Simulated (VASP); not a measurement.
Input of a VASP 6.6.1 run:

File INCAR:

```
SYSTEM = PbI2
PREC     = Accurate       ! precision mode
ENCUT    = 400            ! plane-wave cutoff, eV
EDIFF    = 1E-8           ! SCF threshold, eV
ISMEAR   = -1             ! smearing method
SIGMA    = 0.02           ! smearing width, eV
LREAL    = .FALSE.        ! projectors in reciprocal space
LASPH    = .TRUE.         ! aspherical terms in the spheres
NELM     = 120            ! most SCF steps
ALGO     = Normal         ! electronic algorithm
ISIF     = 2              ! what is computed and relaxed
LWAVE    = .FALSE.        ! write WAVECAR
LCHARG   = .FALSE.        ! write CHGCAR
GGA      = PE             ! functional
LEFG     = .TRUE.       
NBANDS   = 21             ! bands
GGA_COMPAT= .FALSE.
```

File KPOINTS:

```
Automatic mesh
0
G
  8 8 5
  0 0 0
```

File POSCAR:

```
PbI2
1.0
    4.5550018558      0.0000000000      0.0000000000
   -2.2775009279      3.9447473214      0.0000000000
    0.0000000000      0.0000000000      6.9770000000
Pb I
1 2
Direct
    0.0000000000      0.0000000000      0.0000000000
    0.3333333333      0.6666666667      0.2650000000
    0.6666666667      0.3333333333      0.7350000000
```

Potentials or basis: VASP PAW PBE potentials, release 64 (Pb_d, I).

Command:

```bash
$ cat potpaw_PBE.64/Pb_d/POTCAR potpaw_PBE.64/I/POTCAR > POTCAR
$ mpirun -np 1 vasp_std > vasp.out
```

**Question.** What does it give for the band gap on the k mesh?

**Answer.** 2.29 eV.

**Question.** Estimate the largest force.

**Answer.** 0.172 eV/Å.

**Question.** Predict the pressure.

**Answer.** 1.8 GPa.

Stress tensor (GPa, compression positive):
```
1.78 0.00 0.00
0.00 1.78 0.00
0.00 0.00 1.86
```

Caveat: without QUAD_EFG the Cq values of the log hold for a quadrupole moment of 1 mb, not for the nuclei; spin-orbit coupling is left out, which moves the levels of the heavy elements; this functional lacks dispersion, which binds layers or chains, so the pressure and a relaxed spacing across them are unreliable. A k mesh can miss the band edges.
